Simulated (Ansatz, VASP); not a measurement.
# Two plane-wave programs on Ga

INCAR

```
SYSTEM = Ga
  ALGO = Normal
  EDIFF = 1E-6
  ENCUT = 520
  GGA = PE
  ISIF = 2
  ISMEAR = -1
  LASPH = .TRUE.
  LCHARG = .FALSE.
  LREAL = .FALSE.
  LWAVE = .FALSE.
  NBANDS = 12
  NELM = 60
  PREC = Accurate
  SIGMA = 0.1
```

The input KPOINTS:

```
k-points
0
G
  21 21 21
  0 0 0
```

Contents of POSCAR:

```
Ga
1.0
   -1.6401747595      1.6401747595      1.6401747595
    1.6401747595     -1.6401747595      1.6401747595
    1.6401747595      1.6401747595     -1.6401747595
Ga
1
Direct
    0.0000000000      0.0000000000      0.0000000000
```

Input for Ansatz:

```yaml
crystal:
  lattice:
    - [-1.6401747595, 1.6401747595, 1.6401747595]
    - [1.6401747595, -1.6401747595, 1.6401747595]
    - [1.6401747595, 1.6401747595, -1.6401747595]
  atoms:
    - { symbol: Ga, position: [0.0, 0.0, 0.0] }
hamiltonian:
  xc: pbe
  pseudopotentials:
    kind: paw
    azcp:
      Ga: "pseudopotentials/Ga.paw.azcp"
basis:
  ecutwfc: 420
  fft_grid_basis: typed
kpoints:
  mp_grid: { grid: [21, 21, 21], shift: [0, 0, 0] }
magnetization:
  spin_polarized: false
scf:
  occupations: { method: fermi_dirac, width: 0.1 }
output:
  stress: true
```

Alike in both runs: task single point; functional PBE; k mesh 21 × 21 × 21; occupations fermi-dirac, width 0.1 eV; no spin polarisation.

|  | VASP | Ansatz |
| --- | --- | --- |
| version | VASP 6.6.1 | Ansatz 0.2.0 |
| potentials or method | VASP PAW PBE potentials, release 64 (Ga_d), cutoff 520 eV | plane waves (420 eV) with PAW, scalar-relativistic |
| valence electrons in the cell | 13 | 13 |

```tsv
	VASP	Ansatz	Ansatz less VASP
pressure (GPa)	5.1	5.0	-0.10
```
